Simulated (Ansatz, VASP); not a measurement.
**Fe in VASP and in Ansatz**

```xyz
2
Lattice="2.4214 0.0000 0.0000 0.0000 2.4214 0.0000 0.0000 0.0000 3.6812" Properties=species:S:1:pos:R:3 pbc="T T T"
Fe    2.4214    2.4214    0.0000
Fe    1.2107    1.2107    1.8406
```

Alike in both runs: task single point; functional PBE; k mesh 15 × 15 × 10; occupations fermi-dirac, width 0.05 eV; collinear spin.

|  | VASP | Ansatz |
| --- | --- | --- |
| version | VASP 6.6.1 | Ansatz 0.2.0 |
| potentials or method | VASP PAW PBE potentials, release 64 (Fe), cutoff 520 eV | plane waves (420 eV) with PAW, scalar-relativistic |
| valence electrons in the cell | 16 | 32 |

|  | VASP | Ansatz | Ansatz less VASP |
| --- | --- | --- | --- |
| pressure (GPa) | -0.3 | 0.0 | +0.35 |
| traceless stress, the component that is largest in VASP (GPa) | 0.18 | -0.23 | -0.410 |
| net moment per atom (μB) | 0.00 | 0.00 | 0.000 |
| size of the moment on the site where the two differ most (μB) | 1.59 | 1.55 | -0.045 |

Site moments also hang on the region over which each program counts them. With one functional, cell and mesh, what is left measures potentials, basis and numerics. VASP's potentials hold 16 valence electrons a cell and Ansatz's 32, so a difference there can come from the potentials and not from the codes.
